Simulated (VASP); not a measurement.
Write the native input for VASP 6.6.1 that does the following.

```yaml
Task: single point
Functional: LDA
Potentials_or_basis: VASP PAW LDA potentials, release 64 (Cu, O)
Cutoff: 520 eV
k_mesh: 14 × 14 × 8
Occupations: gaussian, width 0.1 eV
Spin: no spin polarisation
Dipole_correction: no
Further_INCAR_settings: ALGO = Normal; EDIFF = 1e-07; NBANDS = 25
```

The structure of CuO lies in POSCAR:

```
CuO
1.0
    2.0135916939     -2.0144480502      0.1602068828
    2.0135916939      2.0144480502      0.1602068828
   -0.4003778289      0.0000000000      5.0284547228
Cu O
2 2
Direct
   -0.0057500000      0.4942500000      0.0018500000
    0.4942500000     -0.0057500000      0.5018500000
    0.4942635938      0.4942364062      0.2518500000
    0.4942364062      0.4942635938      0.7518500000
```

The input as run:

INCAR

```
SYSTEM = CuO
PREC = Accurate
ENCUT = 520
EDIFF = 1E-7
ISMEAR = 0
SIGMA = 0.1
LREAL = .FALSE.
LASPH = .TRUE.
NELM = 60
ALGO = Normal
ISIF = 2
LWAVE = .FALSE.
LCHARG = .FALSE.
NBANDS = 25
```

KPOINTS

```
Automatic mesh
0
G
  14 14 8
  0 0 0
```

Potentials or basis: VASP PAW LDA potentials, release 64 (Cu, O).

Command:

```console
$ cat potpaw_LDA.64/Cu/POTCAR potpaw_LDA.64/O/POTCAR > POTCAR
$ mpirun -np 1 vasp_std > vasp.out
```

Results of the run:

The pressure is 1.1 GPa and the band gap on the k mesh is zero (bands 17 and 18 overlap by 1.22 eV).

Caveat: semilocal functionals often make such compounds metallic where correlation or magnetic order opens a gap, which also shifts bond lengths.

Wall time 9.5 min on 1 thread of Intel Xeon 8259CL, on a shared host, peak memory 0.44 GiB.
